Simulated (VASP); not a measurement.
# CdS (Fm-3m) in VASP: a series of runs

Aim: see how the results for CdS move with the level of theory and the settings. Levels: r2SCAN, RPBE. Tasks: single point.

All numbers are computed with VASP 6.6.1; they aren't measurements. Logs are shortened: lines on timing, memory, paths and dates and some standing lists are left out, and cuts for length are marked.

## 1. The cell of the first run

The structure is cubic, space group Fm-3m (No. 225). Conventional cell: a = 5.579 Å, b = 5.579 Å, c = 5.579 Å, α = 90.00°, β = 90.00°, γ = 90.00°. Cd (site symmetry m-3m) has 6 S at 2.79 Å within 3.7 Å. Within 3.7 Å of S (site symmetry m-3m) lie 6 Cd at 2.79 Å.

## 2. Single point, r2SCAN

POSCAR reads:

```
CdS
1.0
    0.0000000000      2.7894750496      2.7894750496
    2.7894750496      0.0000000000      2.7894750496
    2.7894750496      2.7894750496      0.0000000000
Cd S
1 1
Direct
    0.0000000000      0.0000000000      0.0000000000
    0.5000000000      0.5000000000      0.5000000000
```

INCAR.step1 reads:

```
SYSTEM = CdS
ALGO = Normal
EDIFF = 1E-4
ENCUT = 520
GGA = PE
ISMEAR = -1
LASPH = .TRUE.
LCHARG = .FALSE.
LREAL = .FALSE.
LWAVE = .TRUE.
NBANDS = 16
NELM = 80
PREC = Accurate
SIGMA = 0.05
```

INCAR.step2 reads:

```
SYSTEM = CdS
ALGO = Normal
EDIFF = 1E-6
ENCUT = 520
ISIF = 2
ISMEAR = -1
ISTART = 1
LASPH = .TRUE.
LCHARG = .FALSE.
LMIXTAU = .TRUE.
LREAL = .FALSE.
LWAVE = .FALSE.
METAGGA = R2SCAN
NBANDS = 16
NELM = 80
PREC = Accurate
SIGMA = 0.05
```

KPOINTS reads:

```
k-points
0
G
  8 8 8
  0 0 0
```

Potentials or basis: VASP PAW PBE potentials, release 64 (Cd, S).

Launch:

```
cat potpaw_PBE.64/Cd/POTCAR potpaw_PBE.64/S/POTCAR > POTCAR
cp INCAR.step1 INCAR
mpirun -np 1 vasp_std > vasp.out
cp INCAR.step2 INCAR
mpirun -np 1 vasp_std > vasp.out
```

OUTCAR:

```text
SYSTEM = CdS
   EDIFF = 1E-6
   ENCUT = 520
   ISIF = 2
   ISMEAR = -1
   ISTART = 1
   LASPH = .TRUE.
   LREAL = .FALSE.
   METAGGA = R2SCAN
   NELM = 80
   PREC = Accurate

 ion  position               nearest neighbor table
   1  0.000  0.000  0.000-   2 2.79   2 2.79   2 2.79   2 2.79   2 2.79   2 2.79
   2  0.500  0.500  0.500-   1 2.79   1 2.79   1 2.79   1 2.79   1 2.79   1 2.79

  LATTYP: Found a face centered cubic cell.
 ALAT       =     5.5789500992

  Lattice vectors:

 A1 = (   0.0000000000,   2.7894750496,   2.7894750496)
 A2 = (   2.7894750496,   0.0000000000,   2.7894750496)
 A3 = (   2.7894750496,   2.7894750496,   0.0000000000)

Analysis of symmetry for initial positions (statically):
=====================================================================
 Subroutine PRICEL returns:
 Original cell was already a primitive cell.

 Routine SETGRP: Setting up the symmetry group for a
 face centered cubic supercell.

 Subroutine GETGRP returns: Found 48 space group operations
[... 9 lines left out ...]

 Routine SETGRP: Setting up the symmetry group for a
 face centered cubic supercell.

 Subroutine GETGRP returns: Found 48 space group operations
[... 11 lines left out ...]
                                     Primitive cell

  volume of cell :      43.4108

  direct lattice vectors                    reciprocal lattice vectors
     0.000000000  2.789475050  2.789475050    -0.179245195  0.179245195  0.179245195
     2.789475050  0.000000000  2.789475050     0.179245195 -0.179245195  0.179245195
     2.789475050  2.789475050  0.000000000     0.179245195  0.179245195 -0.179245195

  length of vectors
     3.944913447  3.944913447  3.944913447     0.310461785  0.310461785  0.310461785

  position of ions in fractional coordinates (direct lattice)
     0.000000000  0.000000000  0.000000000
     0.500000000  0.500000000  0.500000000

  ion indices of the primitive-cell ions
   primitive index   ion index
                 1           1
                 2           2

----------------------------------------------------------------------------------------

 KPOINTS: k-points

Automatic generation of k-mesh.
 Grid dimensions read from file:
 generate k-points for:    8    8    8

 Generating k-lattice:

  Cartesian coordinates                     Fractional coordinates (reciprocal lattice)
[... 48 lines left out ...]
   NGX,Y,Z   is equivalent  to a cutoff of  12.64, 12.64, 12.64 a.u.
   NGXF,Y,Z  is equivalent  to a cutoff of  25.29, 25.29, 25.29 a.u.
 SYSTEM =  CdS
   PREC   = accura    normal or accurate (medium, high low for compatibility)
   ISTART =      1    job   : 0-new  1-cont  2-samecut
   ICHARG =      0    charge: 1-file 2-atom 10-const
   ISPIN  =      1    spin polarized calculation?
   LNONCOLLINEAR =      F non collinear calculations
   LSORBIT =      F    spin-orbit coupling
   LASPH  =      T    aspherical Exc in radial PAW
   ENCUT  =  520.0 eV  38.22 Ry    6.18 a.u.   7.33  7.33  7.33*2*pi/ulx,y,z
   NELM   =     80;   NELMIN=  2; NELMDL=  0     # of ELM steps
   EDIFF  = 0.1E-05   stopping-criterion for ELM
   LREAL  =      F    real-space projection
   EDIFFG = 0.1E-04   stopping-criterion for IOM
   NSW    =      0    number of steps for IOM
   IBRION =     -1    ionic relax: 0-MD 1-quasi-New 2-CG
   NFREE  =      0    steps in history (QN), initial steepest desc. (CG)
   ISIF   =      2    stress and relaxation
   ISYM   =      2    0-nonsym 1-usesym 2-fastsym
   POTIM  = 0.5000    time-step for ionic-motion
   TEBEG  =    0.0;   TEEND  =   0.0 temperature during run
   PSTRESS=    0.0 pullay stress
   NELECT =      18.0000    total number of electrons
   NUPDOWN=      -1.0000    fix difference up-down
   EMIN   =  10.00;   EMAX   =-10.00  energy-range for DOS
   EFERMI =   0.00;   METHOD = LEGACY
   ISMEAR =    -1;   SIGMA  =   0.05  broadening in eV -4-tet -1-fermi 0-gaus
   EFERMI_NEDOS =   21; number of points for ismear=-14 and -15
   IALGO  =     38    algorithm
   IMIX   =      4    mixing-type and parameters
     AMIX     =   0.40;   BMIX     =  1.00
     AMIX_MAG =   1.60;   BMIX_MAG =  1.00
  volume/ion in A,a.u.               =      21.71       146.48
  Fermi-wavevector in a.u.,A,eV,Ry     =   1.220768  2.306917 20.276420  1.490275
  Thomas-Fermi vector in A             =   2.355974
   LORBIT       =      0    0 simple, 1 ext, 2 COOP (PROOUT), +10 PAW based schemes
   METAGGA = R2SCAN    functional components
   LHFCALC =     F    Hartree Fock is set to
   AEXX    =    0.0000 exact exchange contribution
   IVDW    =     0    specifies the selected vdW correction
   LEPSILON=     F    determine dielectric tensor
   LRPA    =     F    only Hartree local field effects (RPA)
 non-spin polarized calculation
  energy-cutoff  :      520.00
  volume of cell :       43.41
 maximum number of plane-waves:      1211
 NGX is ok and might be reduce to    30
   NGX = 15   NGY = 15   NGZ = 15

 number of electron      17.9999998 magnetization

 Free energy of the ion-electron system (eV)
  ---------------------------------------------------
  ext. energy  EPLUGINS =         0.00000000
  ---------------------------------------------------
  free energy    TOTEN  =       -29.48644194 eV

  energy without entropy =      -29.48641569  energy(sigma->0) =      -29.48642882

 E-fermi :   2.5245     XC(G=0): -10.6452

 val. band max:        2.0957694916   @ k =  -0.2500   0.1250   0.0000
 cond. band min:       2.8210485010   @ k =   0.5000   0.5000   0.0000
 fundamental gap:      0.7252790094
 Fermi energy:         2.5245275337

 k-point     1 :       0.0000    0.0000    0.0000
  band No.  band energies     occupation
      1     -10.7749      2.00000
      2      -5.6480      2.00000
      3      -5.6480      2.00000
      4      -5.6480      2.00000
      5      -5.6452      2.00000
      6      -5.6452      2.00000
[... 433 lines left out ...]
      3      -5.7090      2.00000
      4      -5.6791      2.00000
      5      -5.4709      2.00000
      6      -5.3831      2.00000
[... 8 lines left out ...]
     15      14.8633      0.00000
     16      17.0480      0.00000

 [... further k-points ...]
[... 5 lines left out ...]
  --------------------------------------------------------------------------------------
  -------------------------------------------------------------------------------------
  Total       -1.2079602     -1.2079602     -1.2079602     -0.0000000     -0.0000000      0.0000000
  in kB      -44.5826368    -44.5826368    -44.5826368     -0.0000000     -0.0000000      0.0000000
  external PRESSURE =     -44.5826368 kB  Pullay stress =       0.0000000 kB

 VOLUME and BASIS-vectors are now :
 -----------------------------------------------------------------------------
  energy-cutoff  :      520.00
  volume of cell :       43.41
      direct lattice vectors                 reciprocal lattice vectors
     0.000000000  2.789475050  2.789475050    -0.179245195  0.179245195  0.179245195
     2.789475050  0.000000000  2.789475050     0.179245195 -0.179245195  0.179245195
     2.789475050  2.789475050  0.000000000     0.179245195  0.179245195 -0.179245195

 POSITION                                       TOTAL-FORCE (eV/Angst)
 -----------------------------------------------------------------------------------
      0.00000      0.00000      0.00000        -0.000000      0.000000     -0.000000
      2.78948      2.78948      2.78948         0.000000     -0.000000      0.000000
 -----------------------------------------------------------------------------------
    total drift:                               -0.000000      0.000000      0.000000

  FREE ENERGIE OF THE ION-ELECTRON SYSTEM (eV)
  ---------------------------------------------------
  free  energy   TOTEN  =       -29.4864419414 eV

  energy  without entropy=      -29.4864156932  energy(sigma->0) =      -29.48642882
```

OUTCAR.step1:

```text
SYSTEM = CdS
   EDIFF = 1E-4
   ENCUT = 520
   GGA = PE
   ISMEAR = -1
   LASPH = .TRUE.
   LREAL = .FALSE.
[... 676 lines left out ...]
      0.00000      0.00000      0.00000        -0.000000      0.000000     -0.000000
      2.78948      2.78948      2.78948         0.000000     -0.000000      0.000000
 -----------------------------------------------------------------------------------
    total drift:                               -0.000000      0.000000      0.000000

  FREE ENERGIE OF THE ION-ELECTRON SYSTEM (eV)
  ---------------------------------------------------
  free  energy   TOTEN  =        -5.8625680416 eV

  energy  without entropy=       -5.8614408510  energy(sigma->0) =       -5.86200445
```

Run time: 2.5 min. Hardware: 1 thread of Intel Xeon 8259CL, shared host; peak memory 0.18 GiB.

Results:

| Property | Result |
| --- | --- |
| Free energy | -29.4864 eV |
| Pressure | -4.5 GPa |
| Band gap on the k mesh | 0.73 eV, indirect (least direct gap 1.88 eV) |

Caveat: the PAW data sets were made with another functional, which shifts forces and pressure a little.

## 3. Single point, RPBE

This run uses another cell than the first one, of 20.87 Å³/atom, 0.962 times its volume.

INCAR reads:

```
SYSTEM = CdS
PREC = Accurate
ENCUT = 520
EDIFF = 1E-6
ISMEAR = -1
SIGMA = 0.05
LREAL = .FALSE.
LASPH = .TRUE.
NELM = 80
ALGO = Normal
ISIF = 2
LWAVE = .FALSE.
LCHARG = .FALSE.
GGA = RP
NBANDS = 16
```

KPOINTS reads:

```
regular mesh
0
G
  8 8 8
  0 0 0
```

POSCAR reads:

```
CdS
1.0
    0.0000000000      2.7532440000      2.7532440000
    2.7532440000      0.0000000000      2.7532440000
    2.7532440000      2.7532440000      0.0000000000
Cd S
1 1
Direct
    0.0000000000      0.0000000000      0.0000000000
    0.5000000000      0.5000000000      0.5000000000
```

Potentials or basis: VASP PAW PBE potentials, release 64 (Cd, S).

Launch:

```
cat potpaw_PBE.64/Cd/POTCAR potpaw_PBE.64/S/POTCAR > POTCAR
mpirun -np 1 vasp_std > vasp.out
```

Wall time 19 s (1 thread of Intel Xeon Platinum 8259CL at 2.50GHz (Skylake/Cascade Lake), shared host); peak memory 0.17 GiB.

The run converged. Its results:

* Free energy: -5.1604 eV
* Pressure: 2.5 GPa
* Band gap on the k mesh: 0.37 eV, indirect (least direct gap 1.66 eV)

Levels at points of the mesh, in eV from the valence-band top:
| k point | band 6 | band 7 | band 8 | band 9 | band 10 | band 11 | band 12 | band 13 |
| --- | --- | --- | --- | --- | --- | --- | --- | --- |
| (0.00, 0.00, 0.00) | -7.57 | -0.69 | -0.69 | -0.69 | 0.97 | 9.26 | 9.26 | 9.26 |
| (0.50, 0.00, 0.00) | -7.38 | -4.70 | 0.00 | 0.00 | 3.66 | 6.01 | 6.01 | 6.76 |
| (0.50, 0.50, 0.00) | -6.67 | -4.06 | -2.03 | -2.03 | 0.37 | 6.14 | 9.87 | 11.26 |

Caveat: the PAW data sets were made with another functional, which shifts forces and pressure a little.
